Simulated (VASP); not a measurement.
Write the native input for VASP 6.6.1 that does the following.

| Item | Value |
| --- | --- |
| Task | single point |
| Functional | PBE |
| Potentials or basis | VASP PAW PBE potentials, release 64 (Al) |
| Cutoff | 520 eV |
| k mesh | 9 × 9 × 16 |
| Occupations | gaussian, width 0.1 eV |
| Spin | no spin polarisation |
| Dipole correction | no |
| Further INCAR settings | ALGO = Normal; EDIFF = 1e-07; NBANDS = 10 |

The structure of Al lies in POSCAR:

```
Al
1.0
    3.8679257586      0.0000000000      0.0106390743
    0.0000000000      3.8679403904      0.0000000000
   -1.9281036484      0.0000000000      2.1247565053
Al
2
Direct
    0.0000000000      0.0000000000      0.0000000000
    0.5000000000      0.5000000000      0.0000000000
```

These files were run (other wordings do the same):

INCAR

```
SYSTEM = Al
PREC = Accurate
ENCUT = 520
EDIFF = 1E-7
ISMEAR = 0
SIGMA = 0.1
LREAL = .FALSE.
LASPH = .TRUE.
NELM = 100
ALGO = Normal
ISIF = 2
LWAVE = .FALSE.
LCHARG = .FALSE.
GGA = PE
NBANDS = 10
```

KPOINTS

```
regular mesh
0
G
  9 9 16
  0 0 0
```

Potentials or basis: VASP PAW PBE potentials, release 64 (Al).

Launch:

```console
$ cat potpaw_PBE.64/Al/POTCAR > POTCAR
$ mpirun -np 1 vasp_std > vasp.out
```

It gave:

The pressure is 3.6 GPa and the band gap on the k mesh is zero (band 3 reaches 14.88 eV, above the bottom of band 4 at 4.45 eV).

Run time: 38 s on 1 thread of Intel(R) Xeon(R) 6975P-C (Granite Rapids), with other jobs on the host, peak memory 0.21 GiB.
